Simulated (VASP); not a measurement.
Wanted: the native input for a VASP 6.6.1 run.

| Property | Result |
| --- | --- |
| Task | single point |
| Functional | PBEsol |
| Potentials or basis | VASP PAW PBE potentials, release 64 (W_sv) |
| Cutoff | 520 eV |
| k mesh | 17 × 17 × 5 |
| Occupations | fermi-dirac, width 0.1 eV |
| Spin | no spin polarisation |
| Dipole correction | no |
| Further INCAR settings | ALGO = Normal; EDIFF = 1e-06; NBANDS = 36 |

The structure of W lies in POSCAR:

```
W
1.0
    2.7616377865      0.0000000000      0.0000000000
   -1.3808188933      2.3916484792      0.0000000000
    0.0000000000      0.0000000000      9.7053592423
W
4
Direct
    0.0000000000      0.0000000000      1.0000000000
    0.0000000000      0.0000000000      0.5000000000
    0.3333333333      0.6666666667      0.2500000000
    0.6666666667      0.3333333333      0.7500000000
```

These files were run (other wordings do the same):

INCAR

```
SYSTEM = W
  PREC = Accurate
  ENCUT = 520
  EDIFF = 1E-6
  ISMEAR = -1
  SIGMA = 0.1
  LREAL = .FALSE.
  LASPH = .TRUE.
  NELM = 60
  ALGO = Normal
  ISIF = 2
  LWAVE = .FALSE.
  LCHARG = .TRUE.
  GGA = PS
  LELF = .TRUE.
  LVHAR = .TRUE.
  NBANDS = 36
```

KPOINTS

```
Automatic mesh
0
G
  17 17 5
  0 0 0
```

Potentials or basis: VASP PAW PBE potentials, release 64 (W_sv).

Command:

```bash
$ cat potpaw_PBE.64/W_sv/POTCAR > POTCAR
$ mpirun -np 1 vasp_std > vasp.out
```

Results of the run:

* Pressure: 0.5 GPa
* Band gap on the k mesh: zero (band 28 reaches 12.22 eV, above the bottom of band 29 at 10.09 eV)

Caveat: the PAW data sets were made with another functional, which shifts forces and pressure a little; spin-orbit coupling is left out, which moves the levels of the heavy elements.

It took 110 s on 1 thread of AMD EPYC 9R45 96-Core Processor (Zen 5), on a shared host, peak memory 0.27 GiB.
